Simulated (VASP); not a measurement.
## Yb: single point with PBE

Crystal: Yb.

```
Yb
1.0
     0.00000    3.00676    1.89185
     3.00676    0.00000    1.89185
     3.00676    3.00676    0.00000
Yb
1
Direct
  0.00000 0.00000 0.00000
```

This cell differs from its parent crystal: volume 34.207 Å^3 an atom, c/a of the conventional cell 0.6292.

```
Program                : VASP 6.6.1
Task                   : single point
Functional             : PBE
Potentials or basis    : VASP PAW PBE potentials, release 64 (Yb)
Cutoff                 : 520 eV
k mesh                 : 16 × 16 × 16
Occupations            : gaussian, width 0.15 eV
Spin                   : no spin polarisation
Dipole correction      : no
Further INCAR settings : ALGO = Fast; EDIFF = 1e-07; NBANDS = 18
```

```yaml
Pressure: 0.2 GPa
Band_gap_on_the_k_mesh: zero (band 12 reaches 2.04 eV, above the bottom of band 13 at 1.42 eV)
```

Stress tensor (GPa, compression positive):
```
-0.50  0.00  0.00
 0.00 -0.50  0.00
 0.00  0.00  1.52
```

Levels at points of the mesh, in eV from the Fermi level:
```tsv
k point	band 8	band 9	band 10	band 11	band 12	band 13	band 14	band 15	band 16	band 17
(0.00, 0.00, 0.00)	-0.41	-0.31	-0.31	-0.28	-0.27	2.35	3.43	3.43	4.16	5.65
(0.50, 0.00, 0.00)	-0.40	-0.35	-0.32	-0.30	-0.29	1.16	1.36	4.76	6.49	7.67
(0.50, 0.50, 0.00)	-0.39	-0.39	-0.39	-0.30	-0.30	-0.29	4.80	4.80	7.02	7.06
(0.50, 0.00, 0.50)	-0.40	-0.34	-0.32	-0.30	-0.28	0.44	2.10	3.91	5.29	7.93
```

Wall time 14 min on 1 thread of Intel(R) Xeon(R) Platinum 8488C (Sapphire Rapids), on a shared host, peak memory 0.37 GiB.

Caveat: spin-orbit coupling is left out, which moves the levels of the heavy elements. Spin polarisation is off, so any magnetic state and its effect on volume and gap are missing.
